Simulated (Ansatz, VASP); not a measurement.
# Cd2S: VASP beside Ansatz

```
Cd S
1.0
    -2.47366    2.47366    3.73102
     2.47366   -2.47366    3.73102
     2.47366    2.47366   -3.73102
Cd S
2 1
Cartesian
  0.0000 0.0000 5.0316
  0.0000 0.0000 2.4304
  0.0000 0.0000 0.0000
```

Alike in both runs: functional PBE; k mesh 6 × 6 × 6; occupations gaussian, width 0.1 eV; no spin polarisation.

Ansatz relaxed the structure, and its values are those at the end. VASP's run is a single point on that final structure, the one shown.

```csv
,VASP,Ansatz
version,VASP 6.6.1,Ansatz 0.2.0
potentials or method,"VASP PAW PBE potentials, release 64 (Cd, S), cutoff 520 eV","scalar-relativistic, plane waves, PAW"
valence electrons in the cell,30,46
```

Ansatz gave:

| Quantity | Value |
| --- | --- |
| gap on the k mesh at the Fermi level (eV) | 0.34 |
| least direct gap on the mesh (eV) | 0.34 |
| pressure (GPa) | 0.3 |

Task: Which values does VASP return?

Result: gap on the k mesh at the Fermi level (eV): 0.35; least direct gap on the mesh (eV): 0.35; pressure (GPa): 0.5.

VASP's potentials hold 30 valence electrons a cell and Ansatz's 46, so a difference there can come from the potentials and not from the codes.
